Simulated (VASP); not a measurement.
# NaLi5 (P6/mmm) in VASP: further runs, part 2 of 2

VASP 6.6.1.

## 3. Single point, PBE

This run uses another cell than the first one, of 24.86 Å³/atom.

Input file INCAR:

```
PREC     = Accurate       # precision mode
ENCUT    = 520            # plane-wave cutoff, eV
EDIFF    = 1E-6           # SCF threshold, eV
ISMEAR   = 0              # smearing method
SIGMA    = 0.1            # smearing width, eV
LREAL    = False          # projectors in reciprocal space
LASPH    = True           # aspherical terms in the spheres
NELM     = 80             # most SCF steps
ALGO     = Fast           # electronic algorithm
ISIF     = 2              # what is computed and relaxed
LWAVE    = False          # write WAVECAR
LCHARG   = False          # write CHGCAR
GGA      = PE             # functional
NBANDS   = 20             # bands
```

Input file KPOINTS:

```
regular mesh
0
Gamma
  6 6 4
```

Input file POSCAR:

```
NaLi5
1.0
    5.8774084043     -0.0000000036      0.0000000000
   -2.9387041990      5.0899849884      0.0000000000
    0.0000000000      0.0000000000      4.9860657973
Na Li
1 5
Direct
    0.0000000000      0.0000000000      0.0000000000
    0.3333333333      0.6666666667      0.0000000000
    0.6666666667      0.3333333333      0.0000000000
    0.5000000000      0.0000000000      0.5000000000
    0.5000000000      0.5000000000      0.5000000000
    0.0000000000      0.5000000000      0.5000000000
```

Potentials or basis: VASP PAW PBE potentials, release 64 (Na_pv, Li_sv).

The run is started by

```bash
$ cat potpaw_PBE.64/Na_pv/POTCAR potpaw_PBE.64/Li_sv/POTCAR > POTCAR
$ mpirun -np 1 vasp_std > vasp.out
```

OUTCAR:

```text
PREC = Accurate
   ENCUT = 520
   EDIFF = 1E-6
   ISMEAR = 0
   LREAL = False
   LASPH = True
   NELM = 80
   ISIF = 2
   GGA = PE

 ion  position               nearest neighbor table
   1  0.000  0.000  0.000-
   2  0.333  0.667  0.000-
   3  0.667  0.333  0.000-
   4  0.500  0.000  0.500-
   5  0.500  0.500  0.500-
   6  0.000  0.500  0.500-

  LATTYP: Found a hexagonal cell.
 ALAT       =     5.8774084043
 C/A-ratio  =     0.8483442794

  Lattice vectors:

 A1 = (   5.8774084043,  -0.0000000036,   0.0000000000)
 A2 = (  -2.9387041990,   5.0899849884,   0.0000000000)
 A3 = (   0.0000000000,   0.0000000000,   4.9860657973)

Analysis of symmetry for initial positions (statically):
=====================================================================
 Subroutine PRICEL returns:
 Original cell was already a primitive cell.

 Routine SETGRP: Setting up the symmetry group for a
 hexagonal supercell.

 Subroutine GETGRP returns: Found 24 space group operations
 (whereof 24 operations were pure point group operations)
 out of a pool of 24 trial point group operations.

The static configuration has the point symmetry D_6h.

Analysis of symmetry for dynamics (positions and initial velocities):
=====================================================================
 Subroutine PRICEL returns:
 Original cell was already a primitive cell.

 Routine SETGRP: Setting up the symmetry group for a
 hexagonal supercell.

[... 120 lines left out ...]
   NUPDOWN=      -1.0000    fix difference up-down
   EMIN   =  10.00;   EMAX   =-10.00  energy-range for DOS
   EFERMI =   0.00;   METHOD = LEGACY
   ISMEAR =     0;   SIGMA  =   0.10  broadening in eV -4-tet -1-fermi 0-gaus
   EFERMI_NEDOS =   21; number of points for ismear=-14 and -15
   IALGO  =     68    algorithm
   IMIX   =      4    mixing-type and parameters
     AMIX     =   0.40;   BMIX     =  1.00
     AMIX_MAG =   1.60;   BMIX_MAG =  1.00
  volume/ion in A,a.u.               =      24.86       167.77
  Fermi-wavevector in a.u.,A,eV,Ry     =   0.864959  1.634536 10.179258  0.748154
  Thomas-Fermi vector in A             =   1.983132
   LORBIT       =      0    0 simple, 1 ext, 2 COOP (PROOUT), +10 PAW based schemes
   GGA     = PE    functional components
   LHFCALC =     F    Hartree Fock is set to
   AEXX    =    0.0000 exact exchange contribution
   IVDW    =     0    specifies the selected vdW correction
   LEPSILON=     F    determine dielectric tensor
   LRPA    =     F    only Hartree local field effects (RPA)
 non-spin polarized calculation
 RMM-DIIS sequential band-by-band and
 Gauss-broadening in eV      SIGMA  =   0.10
  energy-cutoff  :      520.00
  volume of cell :      149.16
 maximum number of plane-waves:      4038
 NGX is ok and might be reduce to    48
   NGX = 21   NGY = 21   NGZ = 19

 number of electron      22.0000031 magnetization

 Free energy of the ion-electron system (eV)
  ---------------------------------------------------
  ext. energy  EPLUGINS =         0.00000000
  ---------------------------------------------------
  free energy    TOTEN  =       -10.38681158 eV

  energy without entropy =      -10.37573731  energy(sigma->0) =      -10.38127445

 E-fermi :   0.2868     XC(G=0):  -6.7013

 val. band max:        0.2532198722   @ k =   0.1667   0.0000   0.2500
 cond. band min:       0.3718091114   @ k =   0.5000   0.0000   0.0000
 fundamental gap:      0.1185892391
 Fermi energy:         0.2867645962

 k-point     1 :       0.0000    0.0000    0.0000
  band No.  band energies     occupation
      1     -46.4524      2.00000
      2     -46.4483      2.00000
      3     -46.3998      2.00000
      4     -46.3871      2.00000
      5     -46.3871      2.00000
      6     -24.1490      2.00000
[... 472 lines left out ...]
     19       5.2456      0.00000
     20       7.2844      0.00000

------------------------ aborting loop because EDIFF is reached ----------------------------------------

  FORCE on cell =-STRESS in cart. coord.  units (eV):
  Direction    XX          YY          ZZ          XY          YZ          ZX
  --------------------------------------------------------------------------------------
  -------------------------------------------------------------------------------------
  Total       -0.0037287     -0.0037287      0.0191476     -0.0000000      0.0000000      0.0000000
  in kB       -0.0400507     -0.0400507      0.2056672     -0.0000000      0.0000000      0.0000000
  external PRESSURE =       0.0418553 kB  Pullay stress =       0.0000000 kB

 VOLUME and BASIS-vectors are now :
 -----------------------------------------------------------------------------
  energy-cutoff  :      520.00
  volume of cell :      149.16
      direct lattice vectors                 reciprocal lattice vectors
     5.877408404 -0.000000004  0.000000000     0.170143017  0.098232117  0.000000000
    -2.938704199  5.089984988  0.000000000     0.000000000  0.196464234  0.000000000
     0.000000000  0.000000000  4.986065797     0.000000000  0.000000000  0.200558926

 POSITION                                       TOTAL-FORCE (eV/Angst)
 -----------------------------------------------------------------------------------
      0.00000      0.00000      0.00000        -0.000000      0.000000      0.000000
      0.00000      3.39332      0.00000        -0.000000      0.000000      0.000000
      2.93870      1.69666      0.00000         0.000000     -0.000000     -0.000000
      2.93870     -0.00000      2.49303        -0.000000      0.000000      0.000000
      1.46935      2.54499      2.49303        -0.000000      0.000000      0.000000
     -1.46935      2.54499      2.49303        -0.000000      0.000000      0.000000
 -----------------------------------------------------------------------------------
    total drift:                               -0.000000      0.000000     -0.000000

  FREE ENERGIE OF THE ION-ELECTRON SYSTEM (eV)
  ---------------------------------------------------
  free  energy   TOTEN  =       -10.3868115794 eV

  energy  without entropy=      -10.3757373133  energy(sigma->0) =      -10.38127445
```

Run time: 6.4 min. Hardware: 1 thread of Intel Xeon 8259CL, shared host; peak memory 0.29 GiB.

What came out:

```yaml
Free_energy: -10.3868 eV
Band_gap_on_the_k_mesh: zero (bands 11 and 12 overlap by 1.47 eV)
```

Caveat: the cutoff is under 1.25 times the usual one of these potentials, so pressure, stress and relaxed cells hold a basis-set (Pulay) error.

## 4. Relaxation of cell and atoms, PBE

Input file INCAR:

```
SYSTEM = NaLi5
PREC = Accurate
ENCUT = 600
EDIFF = 1E-7
ISMEAR = 0
SIGMA = 0.1
LREAL = .FALSE.
LASPH = .TRUE.
NELM = 80
ALGO = Normal
ISIF = 3
LWAVE = .FALSE.
LCHARG = .FALSE.
GGA = PE
IBRION = 2
NSW = 90
EDIFFG = -0.04
```

Input file KPOINTS:

```
regular mesh
0
G
  6 6 4
  0 0 0
```

Input file POSCAR:

```
NaLi5
1.0
    4.6834584500      0.0000000000      0.0000000000
   -2.3417292200      4.0559939900      0.0000000000
    0.0000000000      0.0000000000      3.8699507700
Na Li
1 5
Direct
    0.0000000000      0.0000000000      0.0000000000
    0.3333333300      0.6666666700      0.0000000000
    0.6666666700      0.3333333300      0.0000000000
    0.5000000000      0.0000000000      0.5000000000
    0.5000000000      0.5000000000      0.5000000000
    0.0000000000      0.5000000000      0.5000000000
```

Potentials or basis: VASP PAW PBE potentials, release 64 (Na_pv, Li_sv).

The run is started by

```bash
$ cat potpaw_PBE.64/Na_pv/POTCAR potpaw_PBE.64/Li_sv/POTCAR > POTCAR
$ mpirun -np 1 vasp_std > vasp.out
```

OUTCAR:

```text
SYSTEM = NaLi5
   PREC = Accurate
   ENCUT = 600
   EDIFF = 1E-7
   ISMEAR = 0
   LREAL = .FALSE.
   LASPH = .TRUE.
   NELM = 80
   ISIF = 3
   GGA = PE
   IBRION = 2
   NSW = 90
   EDIFFG = -0.04

 ion  position               nearest neighbor table
   1  0.000  0.000  0.000-
   2  0.333  0.667  0.000-   4 2.36   4 2.36   6 2.36   6 2.36   5 2.36   5 2.36
   3  0.667  0.333  0.000-   4 2.36   4 2.36   6 2.36   6 2.36   5 2.36   5 2.36
   4  0.500  0.000  0.500-   5 2.34   5 2.34   6 2.34   6 2.34   2 2.36   3 2.36   2 2.36   3 2.36

   5  0.500  0.500  0.500-   4 2.34   4 2.34   6 2.34   6 2.34   2 2.36   3 2.36   2 2.36   3 2.36

   6  0.000  0.500  0.500-   4 2.34   4 2.34   5 2.34   5 2.34   2 2.36   3 2.36   2 2.36   3 2.36

  LATTYP: Found a hexagonal cell.
 ALAT       =     4.6834584500
 C/A-ratio  =     0.8263019329

  Lattice vectors:

 A1 = (   4.6834584500,   0.0000000000,   0.0000000000)
 A2 = (  -2.3417292200,   4.0559939900,   0.0000000000)
 A3 = (   0.0000000000,   0.0000000000,   3.8699507700)

Analysis of symmetry for initial positions (statically):
=====================================================================
 Subroutine PRICEL returns:
 Original cell was already a primitive cell.

 Routine SETGRP: Setting up the symmetry group for a
 hexagonal supercell.

 Subroutine GETGRP returns: Found 24 space group operations
 (whereof 24 operations were pure point group operations)
 out of a pool of 24 trial point group operations.

The static configuration has the point symmetry D_6h.

Analysis of symmetry for dynamics (positions and initial velocities):
=====================================================================
 Subroutine PRICEL returns:
 Original cell was already a primitive cell.

 Routine SETGRP: Setting up the symmetry group for a
 hexagonal supercell.

 Subroutine GETGRP returns: Found 24 space group operations
 (whereof 24 operations were pure point group operations)
 out of a pool of 24 trial point group operations.

The dynamic configuration has the point symmetry D_6h.

 Subroutine INISYM returns: Found 24 space group operations
 (whereof 24 operations are pure point group operations),
 and found     1 'primitive' translations

----------------------------------------------------------------------------------------

[... 115 lines left out ...]
     AMIX     =   0.40;   BMIX     =  1.00
     AMIX_MAG =   1.60;   BMIX_MAG =  1.00
  volume/ion in A,a.u.               =      12.25        82.68
  Fermi-wavevector in a.u.,A,eV,Ry     =   1.095030  2.069306 16.314612  1.199090
  Thomas-Fermi vector in A             =   2.231346
   LORBIT       =      0    0 simple, 1 ext, 2 COOP (PROOUT), +10 PAW based schemes
   GGA     = PE    functional components
   LHFCALC =     F    Hartree Fock is set to
   AEXX    =    0.0000 exact exchange contribution
   IVDW    =     0    specifies the selected vdW correction
   LEPSILON=     F    determine dielectric tensor
   LRPA    =     F    only Hartree local field effects (RPA)
 conjugate gradient relaxation of ions
 non-spin polarized calculation
 Gauss-broadening in eV      SIGMA  =   0.10
  energy-cutoff  :      600.00
  volume of cell :       73.51
 maximum number of plane-waves:      2512
 NGX is ok and might be reduce to    40
   NGX = 19   NGY = 19   NGZ = 15

--------------------------------------- Ionic step        1  -------------------------------------------

 number of electron      21.9999995 magnetization

 Free energy of the ion-electron system (eV)
  ---------------------------------------------------
  ext. energy  EPLUGINS =         0.00000000
  ---------------------------------------------------
  free energy    TOTEN  =        -6.64310899 eV

  energy without entropy =       -6.63081629  energy(sigma->0) =       -6.63696264

 E-fermi :   2.9505     XC(G=0):  -8.6824

 val. band max:        2.9234006037   @ k =   0.1667   0.0000   0.2500
 cond. band min:       2.9726044639   @ k =   0.5000  -0.0000   0.0000
 fundamental gap:      0.0492038602
 Fermi energy:         2.9505193945

 k-point     1 :       0.0000    0.0000    0.0000
  band No.  band energies     occupation
      1     -43.1688      2.00000
      2     -42.9984      2.00000
      3     -42.9445      2.00000
      4     -42.9323      2.00000
      5     -42.9323      2.00000
      6     -20.8262      2.00000
      7     -20.8262      2.00000
      8     -20.7705      2.00000
      9      -1.3354      2.00000
     10       3.5562      0.00000
     11       3.5797      0.00000
     12       4.3335      0.00000
     13       4.3335      0.00000
     14       4.9578      0.00000
[... 478 lines left out ...]
--------------------------------------- Ionic step        4  -------------------------------------------

 number of electron      21.9999966 magnetization

 Free energy of the ion-electron system (eV)
  ---------------------------------------------------
  ext. energy  EPLUGINS =         0.00000000
  ---------------------------------------------------
  free energy    TOTEN  =        -9.95781763 eV

  energy without entropy =       -9.94781372  energy(sigma->0) =       -9.95281568

 E-fermi :   0.7590     XC(G=0):  -7.1041

 val. band max:        0.7296242733   @ k =   0.1667   0.0000   0.2500
 cond. band min:       0.8289744898   @ k =   0.5000  -0.0000   0.0000
 fundamental gap:      0.0993502165
 Fermi energy:         0.7590263425

 k-point     1 :       0.0000    0.0000    0.0000
  band No.  band energies     occupation
      1     -45.8451      2.00000
      2     -45.8331      2.00000
      3     -45.8007      2.00000
      4     -45.7833      2.00000
      5     -45.7833      2.00000
      6     -23.4468      2.00000
      7     -23.4468      2.00000
      8     -23.4386      2.00000
      9      -2.7792      2.00000
     10       1.1946      0.00000
     11       1.3019      0.00000
     12       1.9849      0.00000
     13       1.9849      0.00000
     14       2.2923      0.00000
[... 392 lines left out ...]
  FREE ENERGIE OF THE ION-ELECTRON SYSTEM (eV)
  ---------------------------------------------------
  free  energy   TOTEN  =        -9.9578176319 eV

  energy  without entropy=       -9.9478137233  energy(sigma->0) =       -9.95281568

 reached required accuracy - stopping structural energy minimisation
```

Wall time 2.8 min (1 thread of Intel Xeon 8259CL, shared host); peak memory 0.22 GiB.

Results:

| Property | Result |
| --- | --- |
| Free energy | -9.9578 eV |
| Relaxed volume | 21.18 Å³/atom |
| Relaxed cell | a = 5.586 Å, b = 5.586 Å, c = 4.702 Å, α = 90.00°, β = 90.00°, γ = 120.00° |
| Space group after relaxing (to 0.1 Å) | P6/mmm (No. 191) |
| Energy gained by relaxing | 552.5 meV/atom |
| Ionic steps | 4 |
| Pressure after relaxing | 0.0 GPa |
| Band gap on the k mesh | zero (bands 11 and 12 overlap by 1.53 eV) |

The path:
```csv
step,energy change (eV),largest force (eV/Å),pressure (GPa),volume (Å³)
1,0.0000,0.0000,26.55,73.51
2,-2.5142,0.0000,9.70,97.30
3,-3.3066,0.0000,0.78,123.79
4,-3.3147,0.0000,0.01,127.08
```

Final structure:
```
Na Li
1.0
     5.58621    0.00000    0.00000
    -2.79311    4.83780    0.00000
     0.00000    0.00000    4.70249
Na Li
1 5
Direct
  0.00000 0.00000 0.00000
  0.33333 0.66667 0.00000
  0.66667 0.33333 0.00000
  0.50000 0.00000 0.50000
  0.50000 0.50000 0.50000
  0.00000 0.50000 0.50000
```

Levels at points of the mesh, in eV from the Fermi level:
| k point | band 7 | band 8 | band 9 | band 10 | band 11 | band 12 | band 13 | band 14 | band 15 |
| --- | --- | --- | --- | --- | --- | --- | --- | --- | --- |
| (0.00, 0.00, 0.00) | -24.21 | -24.20 | -3.54 | 0.44 | 0.54 | 1.23 | 1.23 | 1.53 | 1.53 |
| (0.50, 0.00, 0.00) | -24.21 | -24.20 | -2.31 | -2.24 | 0.07 | 0.30 | 1.56 | 2.51 | 3.72 |
| (0.00, 0.00, 0.50) | -24.21 | -24.20 | -2.34 | -2.13 | 0.37 | 1.63 | 1.63 | 2.44 | 2.44 |
| (0.50, 0.00, 0.50) | -24.21 | -24.20 | -1.10 | -1.09 | -0.96 | -0.89 | 0.80 | 0.86 | 2.29 |

Caveat: the k points lie up to 0.33 Å⁻¹ apart in the final cell, too coarse for converged energies and pressures of a metal; the cutoff is under 1.25 times the usual one of these potentials, so pressure, stress and relaxed cells hold a basis-set (Pulay) error; the volume moved by over 15 % at a fixed basis, so the end points are rough.

## 5. Single point, PBE

This run uses another cell than the first one, of 24.99 Å³/atom.

Input file INCAR:

```
SYSTEM = NaLi5
PREC = Accurate
ENCUT = 520
EDIFF = 1E-7
ISMEAR = 0
SIGMA = 0.1
LREAL = .False.
LASPH = .True.
NELM = 80
ALGO = Fast
ISIF = 2
LWAVE = .False.
LCHARG = .True.
GGA = PE
LELF = .True.
LVHAR = .True.
NBANDS = 20
```

Input file KPOINTS:

```
Automatic mesh
0
Gamma
  6 6 8
  0 0 0
```

Input file POSCAR:

```
NaLi5
1.0
    5.9217741663      0.0000000000      0.0000000000
   -2.9608870832      5.1284068635      0.0000000000
    0.0000000000      0.0000000000      4.9376633429
Na Li
1 5
Direct
    0.0000000000      0.0000000000      0.0000000000
    0.3333333333      0.6666666667      0.0000000000
    0.6666666667      0.3333333333      0.0000000000
    0.5000000000      0.0000000000      0.5000000000
    0.5000000000      0.5000000000      0.5000000000
    0.0000000000      0.5000000000      0.5000000000
```

The run is started by

```bash
$ cat potpaw_PBE.64/Na_pv/POTCAR potpaw_PBE.64/Li_sv/POTCAR > POTCAR
$ mpirun -np 1 vasp_std > vasp.out
```

It took 15 min on 1 thread of Intel Xeon 8259CL, shared host; peak memory 0.32 GiB.

The run converged. Its results:

| Property | Result |
| --- | --- |
| Free energy | -10.3983 eV |
| Band gap on the k mesh | zero (bands 11 and 12 overlap by 1.46 eV) |

Levels at points of the mesh, in eV from the Fermi level:
```tsv
k point	band 9	band 10	band 11	band 12	band 13	band 14
(0.00, 0.00, 0.00)	-3.37	0.32	0.58	1.10	1.10	1.30
(0.50, 0.00, 0.00)	-2.24	-2.18	0.00	0.18	1.50	2.33
(0.00, 0.00, 0.50)	-2.22	-2.06	0.36	1.50	1.50	2.25
(0.50, 0.00, 0.50)	-1.14	-1.09	-0.92	-0.88	0.74	0.81
```

Caveat: the cutoff is under 1.25 times the usual one of these potentials, so pressure, stress and relaxed cells hold a basis-set (Pulay) error.

## 6. Overview

| task | cell | k mesh | cutoff (eV) | gap on the mesh (eV) |
| --- | --- | --- | --- | --- |
| single point | a = 4.683, b = 4.683, c = 3.870 Å, angles 90.0, 90.0, 120.0°, 6 atoms | 6 × 6 × 4 | 520 | none |
| single point | a = 5.877, b = 5.877, c = 4.986 Å, angles 90.0, 90.0, 120.0°, 6 atoms | 6 × 6 × 4 | 520 | none |
| relaxation of cell and atoms | relaxed from a = 4.683, b = 4.683, c = 3.870 Å, angles 90.0, 90.0, 120.0°, 6 atoms | 6 × 6 × 4 | 600 | none |
| single point | a = 5.922, b = 5.922, c = 4.938 Å, angles 90.0, 90.0, 120.0°, 6 atoms | 6 × 6 × 8 | 520 | none |

Alike in all rows: level PBE; potentials or basis VASP PAW PBE potentials, release 64 (Na_pv, Li_sv); no spin polarisation; smearing gaussian 0.1 eV.

Caveats: some runs use coarse meshes; the cutoff is under 1.25 times the usual one of these potentials, so pressure, stress and relaxed cells hold a basis-set (Pulay) error; the volume moved by over 15 % at a fixed basis, so the end points are rough (at least some runs).

Absolute energies hang on the potentials; compare differences alone.
